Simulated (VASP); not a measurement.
A run of VASP 6.6.1 is set up as follows.

File INCAR:

```
SYSTEM = YHg
ALGO = Normal
EDIFF = 1E-6
ENCUT = 520
GGA = PS
ISIF = 2
ISMEAR = -1
LASPH = .True.
LCHARG = .False.
LREAL = .False.
LWAVE = .False.
NBANDS = 18
NELM = 100
PREC = Accurate
SIGMA = 0.1
```

File KPOINTS:

```
k-points
0
Gamma
  14 14 14
  0 0 0
```

File POSCAR:

```
YHg
1.0
    3.6494166065      0.0000000000      0.0000000000
    0.0000000000      3.6494166065      0.0000000000
    0.0000000000      0.0000000000      3.6494166065
Y Hg
1 1
Direct
    0.5000000000      0.5000000000      0.5000000000
    0.0000000000      0.0000000000      0.0000000000
```

Potentials or basis: VASP PAW PBE potentials, release 64 (Y_sv, Hg).

The run is started by

```bash
$ cat potpaw_PBE.64/Y_sv/POTCAR potpaw_PBE.64/Hg/POTCAR > POTCAR
$ mpirun -np 1 vasp_std > vasp.out
```

(1) What does it give for the pressure?

Results:

(1) 1.0 GPa.

Caveat: the PAW data sets were made with another functional, which shifts forces and pressure a little.
